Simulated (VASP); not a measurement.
# LiGeN (P6_3mc) in VASP: further runs

Runs on LiGeN. Level: PBE. Tasks: single point.

Program: VASP 6.6.1. These are calculated values, not measurements. Logs are shortened: lines on timing, memory, paths and dates and some standing lists are left out, and cuts for length are marked.

### 1 The cell of the first run

Symmetry: P6_3mc, No. 186, hexagonal system. The conventional cell has a = 2.954 Å, b = 2.954 Å, c = 9.237 Å, α = 90.00°, β = 90.00°, γ = 120.00°. Li (site symmetry 3m) has 3 N at 2.12 Å and 6 Ge at 2.82 to 2.92 Å and 6 Li at 2.95 Å within 3.0 Å. Within 2.6 Å of Ge (site symmetry 3m) lie 3 N at 1.97 Å. Within 2.6 Å of N (site symmetry 3m) lie 3 Ge at 1.97 Å and 3 Li at 2.12 Å.

### 2 Single point, PBE (11.63 Å³/atom)

INCAR reads:

```
SYSTEM = LiGeN
PREC = Accurate
ENCUT = 520
EDIFF = 1E-7
ISMEAR = 0
SIGMA = 0.01
LREAL = .False.
LASPH = .True.
NELM = 80
ALGO = Normal
ISIF = 2
LWAVE = .False.
LCHARG = .False.
GGA = PE
NBANDS = 31
```

KPOINTS reads:

```
Automatic mesh
0
Gamma
  9 9 2
  0 0 0
```

POSCAR reads:

```
LiGeN
1.0
    2.9538150345      0.0000000000      0.0000000000
   -1.4769075172      2.5580788580      0.0000000000
    0.0000000000      0.0000000000      9.2374258825
Li Ge N
2 2 2
Direct
    0.6666666667      0.3333333333      0.7416379770
    0.3333333333      0.6666666667      0.2416379770
    0.0000000000      0.0000000000      0.4985953034
    0.0000000000      0.0000000000      0.9985953034
    0.3333333333      0.6666666667      0.6044047196
    0.6666666667      0.3333333333      0.1044047196
```

Potentials or basis: VASP PAW PBE potentials, release 64 (Li_sv, Ge_d, N).

Launch:

```sh
cat potpaw_PBE.64/Li_sv/POTCAR potpaw_PBE.64/Ge_d/POTCAR potpaw_PBE.64/N/POTCAR > POTCAR
mpirun -np 1 vasp_std > vasp.out
```

OUTCAR:

```text
SYSTEM = LiGeN
   PREC = Accurate
   ENCUT = 520
   EDIFF = 1E-7
   ISMEAR = 0
   LREAL = .False.
   LASPH = .True.
   NELM = 80
   ISIF = 2
   GGA = PE

 ion  position               nearest neighbor table
   1  0.667  0.333  0.742-   5 2.12   5 2.12   5 2.12
   2  0.333  0.667  0.242-   6 2.12   6 2.12   6 2.12
   3  0.000  0.000  0.499-   5 1.97   5 1.97   5 1.97
   4  0.000  0.000  0.999-   6 1.97   6 1.97   6 1.97
   5  0.333  0.667  0.604-   3 1.97   3 1.97   3 1.97   1 2.12   1 2.12   1 2.12
   6  0.667  0.333  0.104-   4 1.97   4 1.97   4 1.97   2 2.12   2 2.12   2 2.12

  LATTYP: Found a hexagonal cell.
 ALAT       =     2.9538150345
 C/A-ratio  =     3.1272865005

  Lattice vectors:

 A1 = (   2.9538150345,   0.0000000000,   0.0000000000)
 A2 = (  -1.4769075172,   2.5580788580,   0.0000000000)
 A3 = (   0.0000000000,   0.0000000000,   9.2374258825)

Analysis of symmetry for initial positions (statically):
=====================================================================
 Subroutine PRICEL returns:
 Original cell was already a primitive cell.

 Routine SETGRP: Setting up the symmetry group for a
 hexagonal supercell.

 Subroutine GETGRP returns: Found 12 space group operations
 (whereof  6 operations were pure point group operations)
 out of a pool of 24 trial point group operations.

The static configuration has the point symmetry C_3v.
 The point group associated with its full space group is C_6v.

Analysis of symmetry for dynamics (positions and initial velocities):
=====================================================================
 Subroutine PRICEL returns:
 Original cell was already a primitive cell.

 Routine SETGRP: Setting up the symmetry group for a
 hexagonal supercell.

 Subroutine GETGRP returns: Found 12 space group operations
 (whereof  6 operations were pure point group operations)
 out of a pool of 24 trial point group operations.

The dynamic configuration has the point symmetry C_3v.
 The point group associated with its full space group is C_6v.

 Subroutine INISYM returns: Found 12 space group operations
 (whereof  6 operations are pure point group operations),
 and found     1 'primitive' translations

----------------------------------------------------------------------------------------

                                     Primitive cell

  volume of cell :      69.7988

  direct lattice vectors                    reciprocal lattice vectors
     2.953815034  0.000000000  0.000000000     0.338545233  0.195459182  0.000000000
    -1.476907517  2.558078858  0.000000000     0.000000000  0.390918363  0.000000000
     0.000000000  0.000000000  9.237425883     0.000000000  0.000000000  0.108255266

  length of vectors
     2.953815034  2.953815035  9.237425883     0.390918363  0.390918363  0.108255266

  position of ions in fractional coordinates (direct lattice)
     0.666666667  0.333333333  0.741637977
     0.333333333  0.666666667  0.241637977
     0.000000000  0.000000000  0.498595303
     0.000000000  0.000000000  0.998595303
     0.333333333  0.666666667  0.604404720
     0.666666667  0.333333333  0.104404720

  ion indices of the primitive-cell ions
   primitive index   ion index
                 1           1
                 2           2
                 3           3
                 4           4
                 5           5
                 6           6

----------------------------------------------------------------------------------------

 KPOINTS: Automatic mesh

Automatic generation of k-mesh.
 Grid dimensions read from file:
 generate k-points for:    9    9    2

 Generating k-lattice:

  Cartesian coordinates                     Fractional coordinates (reciprocal lattice)
     0.037616137  0.021717687  0.000000000     0.111111111  0.000000000  0.000000000
     0.000000000  0.043435374  0.000000000     0.000000000  0.111111111  0.000000000
     0.000000000  0.000000000  0.054127633     0.000000000  0.000000000  0.500000000

  Length of vectors
     0.043435374  0.043435374  0.054127633

  Shift w.r.t. Gamma in fractional coordinates (k-lattice)
     0.000000000  0.000000000  0.000000000

 Subroutine IBZKPT returns following result:
 ===========================================

 Found     24 irreducible k-points:

 Following reciprocal coordinates:
            Coordinates               Weight
  0.000000  0.000000  0.000000      1.000000
  0.111111  0.000000  0.000000      6.000000
  0.222222  0.000000  0.000000      6.000000
  0.333333  0.000000  0.000000      6.000000
  0.444444  0.000000  0.000000      6.000000
  0.111111  0.111111  0.000000      6.000000
[... 16 lines left out ...]
  0.333333  0.222222  0.500000     12.000000
  0.333333  0.333333  0.500000      2.000000
   k-points           NKPTS =     24   k-points in BZ     NKDIM =     24   number of bands    NBANDS=     31
   number of dos      NEDOS =    301   number of ions     NIONS =      6
   total plane-waves  NPLWV =  40320
   dimension x,y,z NGX =    24 NGY =   24 NGZ =   70
   dimension x,y,z NGXF=    48 NGYF=   48 NGZF=  140
   ions per type =               2   2   2
   NGX,Y,Z   is equivalent  to a cutoff of  13.51, 13.51, 12.60 a.u.
   NGXF,Y,Z  is equivalent  to a cutoff of  27.02, 27.02, 25.20 a.u.
 SYSTEM =  LiGeN
   PREC   = accura    normal or accurate (medium, high low for compatibility)
   ISTART =      0    job   : 0-new  1-cont  2-samecut
   ICHARG =      2    charge: 1-file 2-atom 10-const
   ISPIN  =      1    spin polarized calculation?
   LNONCOLLINEAR =      F non collinear calculations
   LSORBIT =      F    spin-orbit coupling
   LASPH  =      T    aspherical Exc in radial PAW
   ENCUT  =  520.0 eV  38.22 Ry    6.18 a.u.   5.49  5.49 17.18*2*pi/ulx,y,z
   NELM   =     80;   NELMIN=  2; NELMDL= -5     # of ELM steps
   EDIFF  = 0.1E-06   stopping-criterion for ELM
   LREAL  =      F    real-space projection
   EDIFFG = 0.1E-05   stopping-criterion for IOM
   NSW    =      0    number of steps for IOM
   IBRION =     -1    ionic relax: 0-MD 1-quasi-New 2-CG
   NFREE  =      0    steps in history (QN), initial steepest desc. (CG)
   ISIF   =      2    stress and relaxation
   ISYM   =      2    0-nonsym 1-usesym 2-fastsym
   POTIM  = 0.5000    time-step for ionic-motion
   TEBEG  =    0.0;   TEEND  =   0.0 temperature during run
   PSTRESS=    0.0 pullay stress
   NELECT =      44.0000    total number of electrons
   NUPDOWN=      -1.0000    fix difference up-down
   EMIN   =  10.00;   EMAX   =-10.00  energy-range for DOS
   EFERMI =   0.00;   METHOD = LEGACY
   ISMEAR =     0;   SIGMA  =   0.01  broadening in eV -4-tet -1-fermi 0-gaus
   EFERMI_NEDOS =   21; number of points for ismear=-14 and -15
   IALGO  =     38    algorithm
   IMIX   =      4    mixing-type and parameters
     AMIX     =   0.40;   BMIX     =  1.00
     AMIX_MAG =   1.60;   BMIX_MAG =  1.00
  volume/ion in A,a.u.               =      11.63        78.50
  Fermi-wavevector in a.u.,A,eV,Ry     =   1.403707  2.652621 26.808812  1.970392
  Thomas-Fermi vector in A             =   2.526342
   LORBIT       =      0    0 simple, 1 ext, 2 COOP (PROOUT), +10 PAW based schemes
   GGA     = PE    functional components
   LHFCALC =     F    Hartree Fock is set to
   AEXX    =    0.0000 exact exchange contribution
   IVDW    =     0    specifies the selected vdW correction
   LEPSILON=     F    determine dielectric tensor
   LRPA    =     F    only Hartree local field effects (RPA)
 non-spin polarized calculation
 Gauss-broadening in eV      SIGMA  =   0.01
  energy-cutoff  :      520.00
  volume of cell :       69.80
 maximum number of plane-waves:      1918
 NGX is ok and might be reduce to    24
   NGX = 11   NGY = 11   NGZ = 35

 number of electron      44.0000000 magnetization

 Free energy of the ion-electron system (eV)
  ---------------------------------------------------
  ext. energy  EPLUGINS =         0.00000000
  ---------------------------------------------------
  free energy    TOTEN  =       -31.27537363 eV

  energy without entropy =      -31.27537363  energy(sigma->0) =      -31.27537363

 E-fermi :   5.2265     XC(G=0): -10.6784

 val. band max:        5.1024874900   @ k =   0.2222   0.1111   0.0000
 cond. band min:       6.8582279558   @ k =   0.4444   0.0000   0.0000
 fundamental gap:      1.7557404658
 Fermi energy:         5.2264733954

 k-point     1 :       0.0000    0.0000    0.0000
  band No.  band energies     occupation
      1     -39.9740      2.00000
      2     -39.9739      2.00000
      3     -18.9024      2.00000
      4     -18.9024      2.00000
      5     -18.9023      2.00000
      6     -18.9023      2.00000
[... 23 lines left out ...]
     30      13.9204      0.00000
     31      18.1815      0.00000

 k-point     2 :       0.1111    0.0000    0.0000
  band No.  band energies     occupation
      1     -39.9716      2.00000
      2     -39.9716      2.00000
      3     -18.9111      2.00000
      4     -18.9111      2.00000
      5     -18.8891      2.00000
      6     -18.8890      2.00000
[... 23 lines left out ...]
     30      14.0496      0.00000
     31      16.6172      0.00000

 k-point     3 :       0.2222    0.0000    0.0000
  band No.  band energies     occupation
      1     -39.9655      2.00000
      2     -39.9655      2.00000
      3     -18.9353      2.00000
      4     -18.9351      2.00000
      5     -18.8555      2.00000
      6     -18.8555      2.00000
[... 23 lines left out ...]
     30      14.1237      0.00000
     31      15.2565      0.00000

 k-point     4 :       0.3333    0.0000    0.0000
  band No.  band energies     occupation
      1     -39.9586      2.00000
      2     -39.9586      2.00000
      3     -18.9650      2.00000
      4     -18.9647      2.00000
      5     -18.8182      2.00000
      6     -18.8181      2.00000
[... 635 lines left out ...]
     30      14.3078      0.00000
     31      14.9466      0.00000

 k-point    23 :       0.3333    0.2222    0.5000
  band No.  band energies     occupation
      1     -39.9521      2.00000
      2     -39.9521      2.00000
      3     -18.9519      2.00000
      4     -18.9519      2.00000
      5     -18.8278      2.00000
      6     -18.8278      2.00000
[... 23 lines left out ...]
     30      13.9432      0.00000
     31      14.9525      0.00000

 k-point    24 :       0.3333    0.3333    0.5000
  band No.  band energies     occupation
      1     -39.9509      2.00000
      2     -39.9509      2.00000
      3     -18.9405      2.00000
      4     -18.9405      2.00000
      5     -18.8353      2.00000
      6     -18.8353      2.00000
[... 23 lines left out ...]
     30      14.1007      0.00000
     31      15.0278      0.00000

------------------------ aborting loop because EDIFF is reached ----------------------------------------

  FORCE on cell =-STRESS in cart. coord.  units (eV):
  Direction    XX          YY          ZZ          XY          YZ          ZX
  --------------------------------------------------------------------------------------
  -------------------------------------------------------------------------------------
  Total        3.2392240      3.2392240      2.3416086      0.0000000      0.0000000      0.0000000
  in kB       74.3538350     74.3538350     53.7497811      0.0000000      0.0000000      0.0000000
  external PRESSURE =      67.4858170 kB  Pullay stress =       0.0000000 kB

 VOLUME and BASIS-vectors are now :
 -----------------------------------------------------------------------------
  energy-cutoff  :      520.00
  volume of cell :       69.80
      direct lattice vectors                 reciprocal lattice vectors
     2.953815034  0.000000000  0.000000000     0.338545233  0.195459182  0.000000000
    -1.476907517  2.558078858  0.000000000     0.000000000  0.390918363  0.000000000
     0.000000000  0.000000000  9.237425883     0.000000000  0.000000000  0.108255266

 POSITION                                       TOTAL-FORCE (eV/Angst)
 -----------------------------------------------------------------------------------
      1.47691      0.85269      6.85083        -0.000000     -0.000000      0.184651
     -0.00000      1.70539      2.23211        -0.000000      0.000000      0.184651
      0.00000      0.00000      4.60574         0.000000      0.000000     -0.589626
      0.00000      0.00000      9.22445         0.000000     -0.000000     -0.589626
     -0.00000      1.70539      5.58314        -0.000000      0.000000      0.404976
      1.47691      0.85269      0.96443         0.000000     -0.000000      0.404976
 -----------------------------------------------------------------------------------
    total drift:                               -0.000001     -0.000001     -0.001491

  FREE ENERGIE OF THE ION-ELECTRON SYSTEM (eV)
  ---------------------------------------------------
  free  energy   TOTEN  =       -31.2753736276 eV

  energy  without entropy=      -31.2753736276  energy(sigma->0) =      -31.27537363
```

Run time: 32 s. Hardware: 1 thread of Intel Xeon 6975P-C (Granite Rapids), shared host; peak memory 0.2 GiB.

Results:

```
Free energy            : -31.2754 eV
Largest force          : 0.590 eV/Å
Band gap on the k mesh : 1.76 eV (least direct gap 2.51 eV)
```

Forces on the atoms (eV/Å):
```
Li   0.000  0.000  0.185
Li   0.000  0.000  0.185
Ge   0.000  0.000 -0.590
Ge   0.000  0.000 -0.590
N    0.000  0.000  0.405
N    0.000  0.000  0.405
```

Caveat: the cutoff is under 1.25 times the usual one of these potentials, so pressure, stress and relaxed cells hold a basis-set (Pulay) error. A k mesh can miss the band edges.

[end of part 1 of 2]
